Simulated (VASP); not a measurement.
A run of VASP 6.6.1:

The input INCAR:

```
SYSTEM = BaTe
ALGO = Normal ; EDIFF = 1E-7
ENCUT = 520 ; GGA = PS
GGA_COMPAT = .False. ; ISIF = 2
ISMEAR = -1 ; LASPH = .True.
LCHARG = .False. ; LORBIT = 11
LORBMOM = .True. ; LREAL = .False.
LSORBIT = .True. ; LWAVE = .False.
MAGMOM = 0 0 0 0 0 0 ; NBANDS = 28
NELM = 150 ; PREC = Accurate
SIGMA = 0.05
```

File KPOINTS:

```
k-points
0
Gamma
  5 5 5
  0 0 0
```

File POSCAR:

```
BaTe
1.0
    0.0000000000      3.4100000000      3.4100000000
    3.4100000000      0.0000000000      3.4100000000
    3.4100000000      3.4100000000      0.0000000000
Ba Te
1 1
Direct
    0.0000000000      0.0000000000      0.0000000000
    0.5000000000      0.5000000000      0.5000000000
```

Potentials or basis: VASP PAW PBE potentials, release 64 (Ba_sv, Te).

Run with:

```bash
$ cat potpaw_PBE.64/Ba_sv/POTCAR potpaw_PBE.64/Te/POTCAR > POTCAR
$ mpirun -np 1 vasp_ncl > vasp.out
```

Hardware: 1 thread of Intel(R) Xeon(R) Platinum 8259CL CPU @ 2.50GHz (Skylake/Cascade Lake), with other jobs on the host.

**Question.** How long does it take, and how much memory?

**Answer.** Run time: 60 s on 1 thread of Intel(R) Xeon(R) Platinum 8259CL CPU @ 2.50GHz (Skylake/Cascade Lake) (shared host), peak memory 0.39 GiB. Counts: scf iterations 14, k points 10.
